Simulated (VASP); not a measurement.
Crystal: HgTe.

```
Hg Te
1.0
    -3.06577    3.06577    1.56974
     3.06577   -3.06577    1.56974
     3.06577    3.06577   -1.56974
Hg Te
1 1
Direct
  0.75000 0.25000 0.50000
  0.00000 0.00000 0.00000
```

Base run:

| Item | Value |
| --- | --- |
| Program | VASP 6.6.1 |
| Functional | r2SCAN |
| Potentials or basis | VASP PAW PBE potentials, release 64 (Hg, Te) |
| Cutoff | 520 eV |
| k mesh | 10 × 10 × 10 |
| Occupations | fermi-dirac, width 0.05 eV |
| Spin | no spin polarisation |

Its results: band gap on the k mesh zero (bands 9 and 10 overlap by 3.38 eV); pressure -1.8 GPa.

Task: The run is repeated on the same cell with these changes: functional from r2SCAN to LDA; potentials or basis from VASP PAW PBE potentials, release 64 (Hg, Te) to VASP PAW LDA potentials, release 64 (Hg, Te). What comes out?

Result: Band gap on the k mesh zero (bands 9 and 10 overlap by 3.27 eV); pressure -5.3 GPa.

Caveats: spin-orbit coupling is left out, which moves the levels of the heavy elements; the PAW data sets were made with another functional, which shifts forces and pressure a little (at least some runs); the cell stands under tension (at least some runs).
